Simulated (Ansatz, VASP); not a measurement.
**ZrSi7 in VASP and in Ansatz**

```
CELL_PARAMETERS angstrom
5.22408 0.00000 0.00000
-2.61204 4.52419 0.00000
0.00000 0.00000 5.20700
ATOMIC_POSITIONS crystal
Zr 0.00000 0.00000 0.85292
Si 0.50000 0.00000 0.11512
Si 0.00000 0.50000 0.11512
Si 0.50000 0.50000 0.11512
Si 0.50000 0.00000 0.58668
Si 0.00000 0.50000 0.58668
Si 0.50000 0.50000 0.58668
Si 0.00000 0.00000 0.35254
```

Alike in both runs: functional PBE; k mesh 4 × 4 × 3; occupations gaussian, width 0.2 eV; no spin polarisation.

Ansatz relaxed the structure, and its values are those at the end. VASP's run is a single point on that final structure, the one shown.

|  | VASP | Ansatz |
| --- | --- | --- |
| version | VASP 6.6.1 | Ansatz 0.2.0 |
| potentials or method | VASP PAW PBE potentials, release 64 (Zr_sv, Si), cutoff 520 eV | scalar-relativistic, plane waves, PAW |
| valence electrons in the cell | 40 | 40 |

```csv
,VASP,Ansatz,Ansatz less VASP
gap on the k mesh at the Fermi level (eV),none,none,-
pressure (GPa),0.2,0.2,+0.02
rms of the force components (eV/Å),0.012,0.012,+0.0006
```

A gap of «none» marks a metal or a gap that the smearing closes.

The k mesh is coarse, so the values compare programs but aren't converged.
